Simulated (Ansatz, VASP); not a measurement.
# Two plane-wave programs on Sb

File INCAR:

```
  PREC = Accurate
  ENCUT = 600
  EDIFF = 1E-6
  ISMEAR = -1
  SIGMA = 0.1
  LREAL = False
  LASPH = True
  NELM = 60
  ALGO = Normal
  ISIF = 3
  LWAVE = False
  LCHARG = False
  GGA = PS
  IBRION = 2
  NSW = 80
  EDIFFG = -0.01
```

Contents of KPOINTS:

```
regular mesh
0
Gamma
  11 11 11
```

POSCAR

```
Sb
1.0
    0.0000000000      2.3864604735      2.3864604735
    2.3864604735      0.0000000000      2.3864604735
    2.3864604735      2.3864604735      0.0000000000
Sb
1
Direct
    0.0000000000      0.0000000000      0.0000000000
```

Input for Ansatz:

```yaml
crystal:
  lattice:
    - [0.0, 2.3864604735, 2.3864604735]
    - [2.3864604735, 0.0, 2.3864604735]
    - [2.3864604735, 2.3864604735, 0.0]
  atoms:
    - { symbol: Sb, position: [0.0, 0.0, 0.0] }
hamiltonian:
  xc: pbesol
  pseudopotentials:
    kind: paw
    azcp:
      Sb: "pseudopotentials/Sb.paw.azcp"
basis:
  ecutwfc: 420
  fft_grid_basis: typed
kpoints:
  mp_grid: { grid: [11, 11, 11], shift: [0, 0, 0] }
magnetization:
  spin_polarized: false
scf:
  occupations: { method: fermi_dirac, width: 0.1 }
relax:
  max_steps: 60
  f_tol: 0.01
  cell: {}
```

Alike in both runs: task relaxation of cell and atoms; functional PBEsol; k mesh 11 × 11 × 11; occupations fermi-dirac, width 0.1 eV; no spin polarisation.

```csv
,VASP,Ansatz
version,VASP 6.6.1,Ansatz 0.2.0
potentials or method,"VASP PAW PBE potentials, release 64 (Sb), cutoff 600 eV","plane waves (420 eV) with PAW, scalar-relativistic"
valence electrons in the cell,5,15
```

```tsv
	VASP	Ansatz	Ansatz less VASP
relaxed volume (Å³/atom)	26.16	26.16	+0.001
relaxed cell length with the largest relative difference (Å)	3.332	3.332	+0.0001
```

VASP's potentials were made for PBE, not for PBEsol, and Ansatz warns of the same on its side. VASP's potentials hold 5 valence electrons a cell and Ansatz's 15, so a difference there can come from the potentials and not from the codes.

Neither program's run includes spin-orbit coupling.
